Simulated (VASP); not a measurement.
# Cd (P6_3/mmc) in VASP: further runs, part 2 of 2

VASP 6.6.1.

## 3. Single point, PBEsol (strain along c alone, the other axes held: -4.0 %)

INCAR reads:

```
SYSTEM = Cd
PREC = Accurate ; ENCUT = 520
EDIFF = 1E-6 ; ISMEAR = 0
SIGMA = 0.1 ; LREAL = .False.
LASPH = .True. ; NELM = 100
ALGO = Fast ; ISIF = 2
LWAVE = .False. ; LCHARG = .False.
GGA = PS ; NBANDS = 19
```

KPOINTS reads:

```
regular mesh
0
Gamma
  24 24 10
  0 0 0
```

POSCAR reads:

```
Cd
1.0
    2.9442134660      0.0000000000      0.0000000000
   -1.4721067330      2.5497636557      0.0000000000
    0.0000000000      0.0000000000      5.3859013016
Cd
2
Direct
    0.3333333333      0.6666666667      0.2500000000
    0.6666666667      0.3333333333      0.7500000000
```

Potentials or basis: VASP PAW PBE potentials, release 64 (Cd).

Launch:

```bash
> cat potpaw_PBE.64/Cd/POTCAR > POTCAR
> mpirun -np 1 vasp_std > vasp.out
```

OUTCAR:

```text
SYSTEM = Cd
   PREC = Accurate
   ENCUT = 520
   EDIFF = 1E-6
   ISMEAR = 0
   LREAL = .False.
   LASPH = .True.
   NELM = 100
   ISIF = 2
   GGA = PS

 ion  position               nearest neighbor table
   1  0.333  0.667  0.250-   2 3.18   2 3.18   2 3.18   2 3.18   2 3.18   2 3.18
   2  0.667  0.333  0.750-   1 3.18   1 3.18   1 3.18   1 3.18   1 3.18   1 3.18

  LATTYP: Found a hexagonal cell.
 ALAT       =     2.9442134660
 C/A-ratio  =     1.8293175287

  Lattice vectors:

 A1 = (   2.9442134660,   0.0000000000,   0.0000000000)
 A2 = (  -1.4721067330,   2.5497636557,   0.0000000000)
 A3 = (   0.0000000000,   0.0000000000,   5.3859013016)

Analysis of symmetry for initial positions (statically):
=====================================================================
 Subroutine PRICEL returns:
 Original cell was already a primitive cell.

 Routine SETGRP: Setting up the symmetry group for a
 hexagonal supercell.

 Subroutine GETGRP returns: Found 24 space group operations
 (whereof 12 operations were pure point group operations)
 out of a pool of 24 trial point group operations.

[... 157 lines left out ...]

 Free energy of the ion-electron system (eV)
  ---------------------------------------------------
  ext. energy  EPLUGINS =         0.00000000
  ---------------------------------------------------
  free energy    TOTEN  =        -2.38659648 eV

  energy without entropy =       -2.38452120  energy(sigma->0) =       -2.38555884

 E-fermi :   3.3452     XC(G=0): -11.5701

 val. band max:        3.3407482018   @ k =   0.3333   0.0833   0.0000
 cond. band min:       3.3534685025   @ k =   0.3333   0.3333   0.2000
 fundamental gap:      0.0127203007
 Fermi energy:         3.3452197463

 k-point     1 :       0.0000    0.0000    0.0000
  band No.  band energies     occupation
      1      -6.8153      2.00000
      2      -6.4735      2.00000
      3      -6.0727      2.00000
      4      -6.0721      2.00000
      5      -6.0721      2.00000
      6      -6.0021      2.00000
[... 505 lines left out ...]
      6      -5.7298      2.00000
[... 11 lines left out ...]
     18      16.3090      0.00000
     19      16.6845      0.00000

 [... further k-points ...]
[... 5 lines left out ...]
  --------------------------------------------------------------------------------------
  -------------------------------------------------------------------------------------
  Total        0.6246689      0.6246689      0.7408578      0.0000000      0.0000000      0.0000000
  in kB       24.7532847     24.7532847     29.3574159      0.0000000      0.0000000      0.0000000
  external PRESSURE =      26.2879951 kB  Pullay stress =       0.0000000 kB

 VOLUME and BASIS-vectors are now :
 -----------------------------------------------------------------------------
  energy-cutoff  :      520.00
  volume of cell :       40.43
      direct lattice vectors                 reciprocal lattice vectors
     2.944213466  0.000000000  0.000000000     0.339649285  0.196096606  0.000000000
    -1.472106733  2.549763656  0.000000000     0.000000000  0.392193213  0.000000000
     0.000000000  0.000000000  5.385901302     0.000000000  0.000000000  0.185669945

 POSITION                                       TOTAL-FORCE (eV/Angst)
 -----------------------------------------------------------------------------------
     -0.00000      1.69984      1.34648         0.000000     -0.000000      0.000000
      1.47211      0.84992      4.03943        -0.000000      0.000000      0.000000
 -----------------------------------------------------------------------------------
    total drift:                                0.000000     -0.000000      0.000000

  FREE ENERGIE OF THE ION-ELECTRON SYSTEM (eV)
  ---------------------------------------------------
  free  energy   TOTEN  =        -2.3865964761 eV

  energy  without entropy=       -2.3845211982  energy(sigma->0) =       -2.38555884
```

Run time: 2.1 min. Hardware: 1 thread of Intel Xeon Platinum 8488C (Sapphire Rapids), shared host; peak memory 0.33 GiB.

Results:

```
Free energy            : -2.3866 eV
Pressure               : 2.6 GPa
Band gap on the k mesh : zero (band 12 reaches 4.57 eV, above the bottom of band 13 at 0.64 eV)
```

Caveat: the cell differs from its parent crystal (strain along c alone, the other axes held: -4.0 %); the PAW data sets were made with another functional, which shifts forces and pressure a little.

## 4. Single point, PBEsol (strain along c alone, the other axes held: -2.0 %)

INCAR reads:

```
ALGO = Fast ; EDIFF = 1E-6
ENCUT = 520 ; GGA = PS
ISIF = 2 ; ISMEAR = 0
LASPH = T ; LCHARG = T
LELF = T ; LREAL = F
LVHAR = T ; LWAVE = F
NBANDS = 19 ; NELM = 80
PREC = Accurate ; SIGMA = 0.1
```

KPOINTS reads:

```
k-points
0
Gamma
  24 24 10
```

POSCAR, as its differences from that of step 3:

```diff
@@ -4,3 +4,3 @@
    -1.4721067330      2.5497636557      0.0000000000
-    0.0000000000      0.0000000000      5.3859013016
+    0.0000000000      0.0000000000      5.4981075787
 Cd
```

Potentials or basis: VASP PAW PBE potentials, release 64 (Cd).

Launch:

```bash
> cat potpaw_PBE.64/Cd/POTCAR > POTCAR
> mpirun -np 1 vasp_std > vasp.out
```

OUTCAR:

```text
EDIFF = 1E-6
   ENCUT = 520
   GGA = PS
   ISIF = 2
   ISMEAR = 0
   LASPH = T
   LREAL = F
   NELM = 80
   PREC = Accurate

 ion  position               nearest neighbor table
   1  0.333  0.667  0.250-   2 3.23   2 3.23   2 3.23   2 3.23   2 3.23   2 3.23
   2  0.667  0.333  0.750-   1 3.23   1 3.23   1 3.23   1 3.23   1 3.23   1 3.23

  LATTYP: Found a hexagonal cell.
 ALAT       =     2.9442134660
 C/A-ratio  =     1.8674283105

  Lattice vectors:

[... 192 lines left out ...]
      2      -6.6064      2.00000
      3      -6.1869      2.00000
      4      -6.1869      2.00000
      5      -6.1265      2.00000
      6      -6.1265      2.00000
[... 505 lines left out ...]
      6      -5.8308      2.00000
[... 11 lines left out ...]
     18      16.0006      0.00000
     19      16.5429      0.00000

 [... further k-points ...]
[... 5 lines left out ...]
  --------------------------------------------------------------------------------------
  -------------------------------------------------------------------------------------
  Total        0.3709030      0.3709030      0.3701617      0.0000000      0.0000000      0.0000000
  in kB       14.3975477     14.3975477     14.3687708      0.0000000      0.0000000      0.0000000
  external PRESSURE =      14.3879554 kB  Pullay stress =       0.0000000 kB

 VOLUME and BASIS-vectors are now :
 -----------------------------------------------------------------------------
  energy-cutoff  :      520.00
  volume of cell :       41.27
      direct lattice vectors                 reciprocal lattice vectors
     2.944213466  0.000000000  0.000000000     0.339649285  0.196096606  0.000000000
    -1.472106733  2.549763656  0.000000000     0.000000000  0.392193213  0.000000000
     0.000000000  0.000000000  5.498107579     0.000000000  0.000000000  0.181880763

 POSITION                                       TOTAL-FORCE (eV/Angst)
 -----------------------------------------------------------------------------------
     -0.00000      1.69984      1.37453        -0.000000     -0.000000     -0.000000
      1.47211      0.84992      4.12358         0.000000      0.000000      0.000000
 -----------------------------------------------------------------------------------
    total drift:                               -0.000000      0.000000      0.000000

  FREE ENERGIE OF THE ION-ELECTRON SYSTEM (eV)
  ---------------------------------------------------
  free  energy   TOTEN  =        -2.3980584200 eV

  energy  without entropy=       -2.3965560704  energy(sigma->0) =       -2.39730725
```

It took 2.1 min on 1 thread of Intel Xeon Platinum 8488C (Sapphire Rapids), shared host; peak memory 0.34 GiB.

What came out:

```
Free energy            : -2.3981 eV
Pressure               : 1.4 GPa
Band gap on the k mesh : zero (band 12 reaches 4.51 eV, above the bottom of band 13 at 0.23 eV)
```

Levels at points of the mesh, in eV from the Fermi level:
```
           k point  band 10  band 11  band 12  band 13  band 14  band 15
(0.00, 0.00, 0.00)    -8.46    -8.46    -3.26    -2.91    11.06    14.54
(0.50, 0.00, 0.00)    -8.16    -2.53    -1.93     2.09     3.04     3.44
(0.00, 0.00, 0.50)    -8.59    -7.64    -7.64     3.98     3.98    14.88
(0.50, 0.00, 0.50)    -8.18    -1.72    -1.72     0.14     0.14     8.39
```

Caveat: the cell differs from its parent crystal (strain along c alone, the other axes held: -2.0 %); the PAW data sets were made with another functional, which shifts forces and pressure a little.

## 5. Summary

```tsv
cell	further INCAR settings	gap on the mesh (eV)	pressure (GPa)
a = 2.944, b = 2.944, c = 5.274 Å, angles 90.0, 90.0, 120.0°, 2 atoms	ALGO = Fast; EDIFF = 1e-07; NBANDS = 19	none	4.0
a = 2.944, b = 2.944, c = 5.386 Å, angles 90.0, 90.0, 120.0°, 2 atoms	ALGO = Fast; EDIFF = 1e-06; NBANDS = 19	none	2.6
a = 2.944, b = 2.944, c = 5.498 Å, angles 90.0, 90.0, 120.0°, 2 atoms	ALGO = Fast; EDIFF = 1e-06; NBANDS = 19	none	1.4
```

Alike in all rows: task single point; level PBEsol; potentials or basis VASP PAW PBE potentials, release 64 (Cd); no spin polarisation; k mesh 24 × 24 × 10; cutoff (eV) 520; smearing gaussian 0.1 eV.

Caveats: the PAW data sets were made with another functional, which shifts forces and pressure a little.

Total energies depend on the potentials used, so only differences within one code and one set of settings carry meaning.
